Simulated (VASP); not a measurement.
Write the native input for VASP 6.6.1 that does the following.

| Item | Value |
| --- | --- |
| Task | single point |
| Functional | PBE |
| Potentials or basis | VASP PAW PBE potentials, release 64 (Ba_sv, F) |
| Cutoff | 600 eV |
| k mesh | 6 × 6 × 6 |
| Occupations | gaussian, width 0.02 eV |
| Spin | no spin polarisation |
| Dipole correction | no |
| Further INCAR settings | ALGO = Normal; EDIFF = 1e-06; NBANDS = 19 |

The structure of BaF2 lies in POSCAR:

```
BaF2
1.0
    0.0000000000      3.0914533335      3.0914533335
    3.0914533335      0.0000000000      3.0914533335
    3.0914533335      3.0914533335      0.0000000000
Ba F
1 2
Direct
    0.0000000000      0.0000000000      0.0000000000
    0.2500000000      0.2500000000      0.2500000000
    0.7500000000      0.7500000000      0.7500000000
```

The input as run:

INCAR

```
SYSTEM = BaF2
ALGO = Normal
EDIFF = 1E-6
ENCUT = 600
GGA = PE
GGA_COMPAT = .FALSE.
ISIF = 2
ISMEAR = 0
LASPH = .TRUE.
LCHARG = .FALSE.
LREAL = .FALSE.
LWAVE = .FALSE.
NBANDS = 19
NELM = 120
PREC = Accurate
SIGMA = 0.02
```

KPOINTS

```
k-points
0
G
  6 6 6
  0 0 0
```

Potentials or basis: VASP PAW PBE potentials, release 64 (Ba_sv, F).

Run with:

```sh
$ cat potpaw_PBE.64/Ba_sv/POTCAR potpaw_PBE.64/F/POTCAR > POTCAR
$ mpirun -np 1 vasp_std > vasp.out
```

It gave:

```json
{
 "Pressure": "2.8 GPa",
 "Band gap on the k mesh": "6.81 eV (least direct gap 6.88 eV)"
}
```

Caveat: spin-orbit coupling is left out, which moves the levels of the heavy elements.

Wall time 33 s on 1 thread of AMD EPYC 7R13, with other jobs on the host, peak memory 0.18 GiB.
